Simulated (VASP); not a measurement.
# Rh (Pm-3m) in VASP: a series of runs

The runs below take Rh through single point, relaxation of cell and atoms, with PBEsol.

Program: VASP 6.6.1. These are calculated values, not measurements. Logs are shortened: lines on timing, memory, paths and dates and some standing lists are left out, and cuts for length are marked.

**1. The cell of the first run**

The structure is cubic, space group Pm-3m (No. 221). Conventional cell: a = 2.467 Å, b = 2.467 Å, c = 2.467 Å, α = 90.00°, β = 90.00°, γ = 90.00°. Within 3.3 Å of Rh (site symmetry m-3m) lie 6 Rh at 2.47 Å.

**2. Single point, PBEsol (volume scaled by 0.96)**

Contents of INCAR:

```
ALGO = Normal ; EDIFF = 1E-7
ENCUT = 520 ; GGA = PS
ISIF = 2 ; ISMEAR = -1
LASPH = T ; LCHARG = T
LELF = T ; LREAL = F
LVHAR = T ; LWAVE = F
NBANDS = 14 ; NELM = 60
PREC = Accurate ; SIGMA = 0.1
```

Contents of KPOINTS:

```
k-points
0
Gamma
  14 14 14
```

Contents of POSCAR:

```
Rh
1.0
    2.4669991336      0.0000000000      0.0000000000
    0.0000000000      2.4669991336      0.0000000000
    0.0000000000      0.0000000000      2.4669991336
Rh
1
Direct
    0.0000000000      0.0000000000      0.0000000000
```

Potentials or basis: VASP PAW PBE potentials, release 64 (Rh_pv).

Launch:

```
> cat potpaw_PBE.64/Rh_pv/POTCAR > POTCAR
> mpirun -np 1 vasp_std > vasp.out
```

OUTCAR:

```text
EDIFF = 1E-7
   ENCUT = 520
   GGA = PS
   ISIF = 2
   ISMEAR = -1
   LASPH = T
   LREAL = F
   NELM = 60
   PREC = Accurate

 ion  position               nearest neighbor table
   1  0.000  0.000  0.000-

  LATTYP: Found a simple cubic cell.
 ALAT       =     2.4669991336

  Lattice vectors:

 A1 = (   2.4669991336,   0.0000000000,   0.0000000000)
 A2 = (   0.0000000000,   2.4669991336,   0.0000000000)
 A3 = (   0.0000000000,   0.0000000000,   2.4669991336)

Analysis of symmetry for initial positions (statically):
=====================================================================
 Subroutine PRICEL returns:
 Original cell was already a primitive cell.

 Routine SETGRP: Setting up the symmetry group for a
 simple cubic supercell.

 Subroutine GETGRP returns: Found 48 space group operations
 (whereof 48 operations were pure point group operations)
 out of a pool of 48 trial point group operations.

The static configuration has the point symmetry O_h .

Analysis of symmetry for dynamics (positions and initial velocities):
=====================================================================
 Subroutine PRICEL returns:
 Original cell was already a primitive cell.

 Routine SETGRP: Setting up the symmetry group for a
 simple cubic supercell.

 Subroutine GETGRP returns: Found 48 space group operations
 (whereof 48 operations were pure point group operations)
 out of a pool of 48 trial point group operations.

The dynamic configuration has the point symmetry O_h .

 Subroutine INISYM returns: Found 48 space group operations
 (whereof 48 operations are pure point group operations),
 and found     1 'primitive' translations

----------------------------------------------------------------------------------------

                                     Primitive cell

  volume of cell :      15.0144

  direct lattice vectors                    reciprocal lattice vectors
     2.466999134  0.000000000  0.000000000     0.405350771  0.000000000  0.000000000
     0.000000000  2.466999134  0.000000000     0.000000000  0.405350771  0.000000000
     0.000000000  0.000000000  2.466999134     0.000000000  0.000000000  0.405350771

  length of vectors
     2.466999134  2.466999134  2.466999134     0.405350771  0.405350771  0.405350771

  position of ions in fractional coordinates (direct lattice)
     0.000000000  0.000000000  0.000000000

  ion indices of the primitive-cell ions
   primitive index   ion index
                 1           1

----------------------------------------------------------------------------------------

 KPOINTS: k-points

Automatic generation of k-mesh.
 Grid dimensions read from file:
 generate k-points for:   14   14   14

 Generating k-lattice:

  Cartesian coordinates                     Fractional coordinates (reciprocal lattice)
     0.028953626  0.000000000  0.000000000     0.071428571  0.000000000  0.000000000
     0.000000000  0.028953626  0.000000000     0.000000000  0.071428571  0.000000000
     0.000000000  0.000000000  0.028953626     0.000000000  0.000000000  0.071428571

  Length of vectors
     0.028953626  0.028953626  0.028953626

  Shift w.r.t. Gamma in fractional coordinates (k-lattice)
     0.000000000  0.000000000  0.000000000

 Subroutine IBZKPT returns following result:
 ===========================================

 Found    120 irreducible k-points:

 Following reciprocal coordinates:
            Coordinates               Weight
  0.000000  0.000000  0.000000      1.000000
  0.071429  0.000000  0.000000      6.000000
  0.142857  0.000000  0.000000      6.000000
  0.214286  0.000000  0.000000      6.000000
  0.285714  0.000000  0.000000      6.000000
  0.357143  0.000000  0.000000      6.000000
[... 16 lines left out ...]
  0.285714  0.214286  0.000000     24.000000
  0.357143  0.214286  0.000000     24.000000
 [... further k-points ...]
   k-points           NKPTS =    120   k-points in BZ     NKDIM =    120   number of bands    NBANDS=     14
   number of dos      NEDOS =    301   number of ions     NIONS =      1
   total plane-waves  NPLWV =   5832
   dimension x,y,z NGX =    18 NGY =   18 NGZ =   18
   dimension x,y,z NGXF=    36 NGYF=   36 NGZF=   36
   ions per type =               1
   NGX,Y,Z   is equivalent  to a cutoff of  12.13, 12.13, 12.13 a.u.
   NGXF,Y,Z  is equivalent  to a cutoff of  24.26, 24.26, 24.26 a.u.
 SYSTEM =  unknown system
   PREC   = accura    normal or accurate (medium, high low for compatibility)
   ISTART =      0    job   : 0-new  1-cont  2-samecut
   ICHARG =      2    charge: 1-file 2-atom 10-const
   ISPIN  =      1    spin polarized calculation?
   LNONCOLLINEAR =      F non collinear calculations
   LSORBIT =      F    spin-orbit coupling
   LASPH  =      T    aspherical Exc in radial PAW
   ENCUT  =  520.0 eV  38.22 Ry    6.18 a.u.   4.59  4.59  4.59*2*pi/ulx,y,z
   NELM   =     60;   NELMIN=  2; NELMDL= -5     # of ELM steps
   EDIFF  = 0.1E-06   stopping-criterion for ELM
   LREAL  =      F    real-space projection
   EDIFFG = 0.1E-05   stopping-criterion for IOM
   NSW    =      0    number of steps for IOM
   IBRION =     -1    ionic relax: 0-MD 1-quasi-New 2-CG
   NFREE  =      0    steps in history (QN), initial steepest desc. (CG)
   ISIF   =      2    stress and relaxation
   ISYM   =      2    0-nonsym 1-usesym 2-fastsym
   POTIM  = 0.5000    time-step for ionic-motion
   TEBEG  =    0.0;   TEEND  =   0.0 temperature during run
   PSTRESS=    0.0 pullay stress
   NELECT =      15.0000    total number of electrons
   NUPDOWN=      -1.0000    fix difference up-down
   EMIN   =  10.00;   EMAX   =-10.00  energy-range for DOS
   EFERMI =   0.00;   METHOD = LEGACY
   ISMEAR =    -1;   SIGMA  =   0.10  broadening in eV -4-tet -1-fermi 0-gaus
   EFERMI_NEDOS =   21; number of points for ismear=-14 and -15
   IALGO  =     38    algorithm
   IMIX   =      4    mixing-type and parameters
     AMIX     =   0.40;   BMIX     =  1.00
     AMIX_MAG =   1.60;   BMIX_MAG =  1.00
  volume/ion in A,a.u.               =      15.01       101.32
  Fermi-wavevector in a.u.,A,eV,Ry     =   1.636576  3.092681 36.441599  2.678382
  Thomas-Fermi vector in A             =   2.727860
   LORBIT       =      0    0 simple, 1 ext, 2 COOP (PROOUT), +10 PAW based schemes
   GGA     = PS    functional components
   LHFCALC =     F    Hartree Fock is set to
   AEXX    =    0.0000 exact exchange contribution
   IVDW    =     0    specifies the selected vdW correction
   LEPSILON=     F    determine dielectric tensor
   LRPA    =     F    only Hartree local field effects (RPA)
 non-spin polarized calculation
  energy-cutoff  :      520.00
  volume of cell :       15.01
 maximum number of plane-waves:       437
   NGX =  9   NGY =  9   NGZ =  9

 number of electron      15.0000008 magnetization

 Free energy of the ion-electron system (eV)
  ---------------------------------------------------
  ext. energy  EPLUGINS =         0.00000000
  ---------------------------------------------------
  free energy    TOTEN  =        -7.26535124 eV

  energy without entropy =       -7.21657699  energy(sigma->0) =       -7.24096411

 E-fermi :  10.3715     XC(G=0): -13.5079

 val. band max:       10.3551874239   @ k =   0.2857   0.2143   0.0714
 cond. band min:      10.3762187770   @ k =   0.3571   0.1429   0.1429
 fundamental gap:      0.0210313531
 Fermi energy:        10.3714960978

 k-point     1 :       0.0000    0.0000    0.0000
  band No.  band energies     occupation
      1     -35.7141      2.00000
      2     -35.7141      2.00000
      3     -35.7141      2.00000
      4       2.9958      2.00000
      5       4.6374      2.00000
      6       4.6374      2.00000
      7      11.2532      0.00030
      8      11.2532      0.00030
      9      11.2532      0.00030
     10      27.6997      0.00000
     11      27.6997      0.00000
     12      27.6997      0.00000
     13      31.2085      0.00000
     14      35.5061      0.00000

 k-point     2 :       0.0714    0.0000    0.0000
  band No.  band energies     occupation
      1     -35.7613      2.00000
      2     -35.7101      2.00000
      3     -35.7101      2.00000
      4       3.1525      2.00000
      5       4.6699      2.00000
      6       4.7906      2.00000
      7      11.1072      0.00128
      8      11.1072      0.00128
      9      11.2646      0.00026
     10      26.6817      0.00000
     11      27.9823      0.00000
     12      27.9823      0.00000
     13      31.2128      0.00000
     14      34.6684      0.00000

 k-point     3 :       0.1429    0.0000    0.0000
  band No.  band energies     occupation
      1     -35.8926      2.00000
      2     -35.6990      2.00000
      3     -35.6990      2.00000
      4       3.5624      2.00000
      5       4.7619      2.00000
      6       5.2784      2.00000
      7      10.7175      0.06096
      8      10.7175      0.06096
      9      11.2964      0.00019
     10      24.6222      0.00000
     11      28.7720      0.00000
     12      28.7720      0.00000
     13      31.2158      0.00000
     14      33.0414      0.00000
[... 324 lines left out ...]
 k-point    23 :       0.2857    0.2143    0.0000
  band No.  band energies     occupation
      1     -36.2433      2.00000
      2     -36.0208      2.00000
      3     -35.6346      2.00000
      4       5.2032      2.00000
      5       6.1588      2.00000
      6       7.3810      2.00000
      7       9.6585      1.99840
      8       9.8063      1.99300
      9      10.4297      0.71680
     10      21.6364      0.00000
     11      25.2493      0.00000
     12      30.9600      0.00000
     13      31.2451      0.00000
     14      33.5553      0.00000

 k-point    24 :       0.3571    0.2143    0.0000
  band No.  band energies     occupation
      1     -36.4204      2.00000
      2     -36.0019      2.00000
      3     -35.6187      2.00000
      4       5.4743      2.00000
      5       6.1649      2.00000
      6       7.6180      2.00000
      7       9.3886      1.99989
      8      10.4903      0.46725
      9      10.7992      0.02739
     10      19.6679      0.00000
     11      26.2581      0.00000
     12      30.2867      0.00000
     13      31.2316      0.00000
     14      34.4989      0.00000

 [... further k-points ...]

------------------------ aborting loop because EDIFF is reached ----------------------------------------

  FORCE on cell =-STRESS in cart. coord.  units (eV):
  Direction    XX          YY          ZZ          XY          YZ          ZX
  --------------------------------------------------------------------------------------
  -------------------------------------------------------------------------------------
  Total        0.8739135      0.8739135      0.8739135      0.0000000      0.0000000     -0.0000000
  in kB       93.2549848     93.2549848     93.2549848      0.0000000      0.0000000     -0.0000000
  external PRESSURE =      93.2549848 kB  Pullay stress =       0.0000000 kB

 VOLUME and BASIS-vectors are now :
 -----------------------------------------------------------------------------
  energy-cutoff  :      520.00
  volume of cell :       15.01
      direct lattice vectors                 reciprocal lattice vectors
     2.466999134  0.000000000  0.000000000     0.405350771  0.000000000  0.000000000
     0.000000000  2.466999134  0.000000000     0.000000000  0.405350771  0.000000000
     0.000000000  0.000000000  2.466999134     0.000000000  0.000000000  0.405350771

 POSITION                                       TOTAL-FORCE (eV/Angst)
 -----------------------------------------------------------------------------------
      0.00000      0.00000      0.00000         0.000000      0.000000      0.000000
 -----------------------------------------------------------------------------------
    total drift:                                0.000000      0.000000      0.000000

  FREE ENERGIE OF THE ION-ELECTRON SYSTEM (eV)
  ---------------------------------------------------
  free  energy   TOTEN  =        -7.2653512381 eV

  energy  without entropy=       -7.2165769869  energy(sigma->0) =       -7.24096411
```

Wall time 7 s (1 thread of Intel Xeon 6975P-C (Granite Rapids), shared host); peak memory 0.13 GiB.

Results:

```
Free energy : -7.2654 eV
Pressure    : 9.3 GPa
```

Caveat: the PAW data sets were made with another functional, which shifts forces and pressure a little.

**3. Single point, PBEsol (volume scaled by 1.04)**

Contents of INCAR:

```
SYSTEM = Rh
PREC = Accurate
ENCUT = 520
EDIFF = 1E-7
ISMEAR = -1
SIGMA = 0.1
LREAL = .FALSE.
LASPH = .TRUE.
NELM = 100
ALGO = Normal
ISIF = 2
LWAVE = .FALSE.
LCHARG = .FALSE.
GGA = PS
NBANDS = 14
```

Contents of KPOINTS:

```
Automatic mesh
0
G
  14 14 14
  0 0 0
```

Contents of POSCAR:

```
Rh
1.0
    2.5337068510      0.0000000000      0.0000000000
    0.0000000000      2.5337068510      0.0000000000
    0.0000000000      0.0000000000      2.5337068510
Rh
1
Direct
    0.0000000000      0.0000000000      0.0000000000
```

Potentials or basis: VASP PAW PBE potentials, release 64 (Rh_pv).

Launch:

```
> cat potpaw_PBE.64/Rh_pv/POTCAR > POTCAR
> mpirun -np 1 vasp_std > vasp.out
```

Wall time 8.1 s (1 thread of Intel Xeon 6975P-C (Granite Rapids), shared host); peak memory 0.14 GiB.

It converged, with:

```yaml
Free_energy: -7.2672 eV
Pressure: -7.7 GPa
```

Levels at points of the mesh, in eV from the Fermi level:
| k point | band 3 | band 4 | band 5 | band 6 | band 7 | band 8 | band 9 | band 10 | band 11 | band 12 |
| --- | --- | --- | --- | --- | --- | --- | --- | --- | --- | --- |
| (0.00, 0.00, 0.00) | -45.97 | -6.84 | -5.12 | -5.12 | 0.76 | 0.76 | 0.76 | 16.73 | 16.73 | 16.73 |
| (0.50, 0.00, 0.00) | -45.91 | -4.49 | -4.37 | -1.35 | -1.35 | -0.09 | 0.96 | 6.13 | 17.46 | 21.03 |
| (0.50, 0.50, 0.00) | -45.85 | -5.57 | -3.66 | -0.94 | -0.94 | 2.30 | 5.55 | 5.55 | 13.20 | 13.47 |
| (0.50, 0.50, 0.50) | -46.51 | -4.44 | -4.44 | -4.44 | 2.44 | 2.44 | 10.12 | 11.96 | 11.96 | 11.96 |

Caveat: the PAW data sets were made with another functional, which shifts forces and pressure a little.

**4. Single point, PBEsol (volume scaled by 1.08)**

Contents of INCAR:

```
SYSTEM = Rh
  ALGO = Normal
  EDIFF = 1E-6
  ENCUT = 520
  GGA = PS
  ISIF = 2
  ISMEAR = -1
  LASPH = .True.
  LCHARG = .True.
  LELF = .True.
  LREAL = .False.
  LVHAR = .True.
  LWAVE = .False.
  NBANDS = 14
  NELM = 60
  PREC = Accurate
  SIGMA = 0.1
```

Contents of KPOINTS:

```
k-points
0
Gamma
  14 14 14
  0 0 0
```

Contents of POSCAR:

```
Rh
1.0
    2.5657824947      0.0000000000      0.0000000000
    0.0000000000      2.5657824947      0.0000000000
    0.0000000000      0.0000000000      2.5657824947
Rh
1
Direct
    0.0000000000      0.0000000000      0.0000000000
```

Launch:

```
> cat potpaw_PBE.64/Rh_pv/POTCAR > POTCAR
> mpirun -np 1 vasp_std > vasp.out
```

It took 7 s on 1 thread of Intel Xeon 6975P-C (Granite Rapids), shared host; peak memory 0.14 GiB.

The run converged. Its results:

| Property | Result |
| --- | --- |
| Free energy | -7.2257 eV |
| Pressure | -13.4 GPa |

Levels at points of the mesh, in eV from the Fermi level:
```
           k point  band 4  band 5  band 6  band 7  band 8  band 9  band 10  band 11
(0.00, 0.00, 0.00)   -6.59   -4.85   -4.85    0.71    0.71    0.71    16.45    16.45
(0.50, 0.00, 0.00)   -4.26   -4.18   -1.27   -1.27    0.01    0.90     5.85    17.39
(0.50, 0.50, 0.00)   -5.26   -3.49   -0.89   -0.89    2.16    5.46     5.46    12.90
(0.50, 0.50, 0.50)   -4.18   -4.18   -4.18    2.29    2.29   10.19    11.61    11.61
```

Caveat: the PAW data sets were made with another functional, which shifts forces and pressure a little.

(Part 1 of 2 ends here.)
